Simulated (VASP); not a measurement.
Ca:

```
Ca
1.0
     3.95755    0.00000    0.00000
    -1.97878    3.42734    0.00000
     0.00000    0.00000   12.86942
Ca
4
Direct
  0.00000 0.00000 0.00000
  0.33333 0.66667 0.25000
  0.00000 0.00000 0.50000
  0.66667 0.33333 0.75000
```

Base run:

| Quantity | Value |
| --- | --- |
| Program | VASP 6.6.1 |
| Functional | BLYP |
| Potentials or basis | VASP PAW PBE potentials, release 64 (Ca_sv) |
| Cutoff | 520 eV |
| k mesh | 7 × 7 × 2 |
| Occupations | methfessel-paxton, width 0.05 eV |
| Spin | no spin polarisation |

Its results: band gap on the k mesh zero (band 20 reaches 2.41 eV, above the bottom of band 21 at 2.19 eV); pressure -0.3 GPa.

Q: The run is repeated on the same cell with these changes: functional from BLYP to PBEsol; further incar settings from ALGO = Normal; EDIFF = 1e-06; NBANDS = 28 to ALGO = Normal; EDIFF = 1e-07; NBANDS = 28. What comes out?

A: Band gap on the k mesh zero (band 20 reaches 1.93 eV, above the bottom of band 21 at 1.60 eV); pressure -1.0 GPa.

Caveats: the PAW data sets were made with another functional, which shifts forces and pressure a little.
